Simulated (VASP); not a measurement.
A run of VASP 6.6.1:

The input INCAR:

```
SYSTEM = BiSb2O2
  PREC = Accurate
  ENCUT = 520
  EDIFF = 1E-6
  ISMEAR = 0
  SIGMA = 0.1
  LREAL = .FALSE.
  LASPH = .TRUE.
  NELM = 60
  ALGO = Normal
  ISIF = 2
  LWAVE = .FALSE.
  LCHARG = .FALSE.
  GGA = PE
  NBANDS = 26
```

The input KPOINTS:

```
regular mesh
0
G
  14 14 14
  0 0 0
```

POSCAR

```
BiSb2O2
1.0
   -1.9030603381      1.9030603381      7.0283304007
    1.9030603381     -1.9030603381      7.0283304007
    1.9030603381      1.9030603381     -7.0283304007
Sb Bi O
2 1 2
Direct
    0.6607371819      0.6607371819      0.0000000000
    0.3392628181      0.3392628181      0.0000000000
    0.0000000000      0.0000000000      0.0000000000
    0.7500000000      0.2500000000      0.5000000000
    0.2500000000      0.7500000000      0.5000000000
```

Potentials or basis: VASP PAW PBE potentials, release 64 (Sb, Bi_d, O).

Launch:

```bash
$ cat potpaw_PBE.64/Sb/POTCAR potpaw_PBE.64/Bi_d/POTCAR potpaw_PBE.64/O/POTCAR > POTCAR
$ mpirun -np 1 vasp_std > vasp.out
```

Hardware: 1 thread of Intel Xeon 8259CL (shared host).

Task: Estimate the wall time of this run.

Result: Wall time 31 min on 1 thread of Intel Xeon 8259CL, with other jobs on the host, peak memory 0.88 GiB. Counts: scf iterations 15, k points 244.
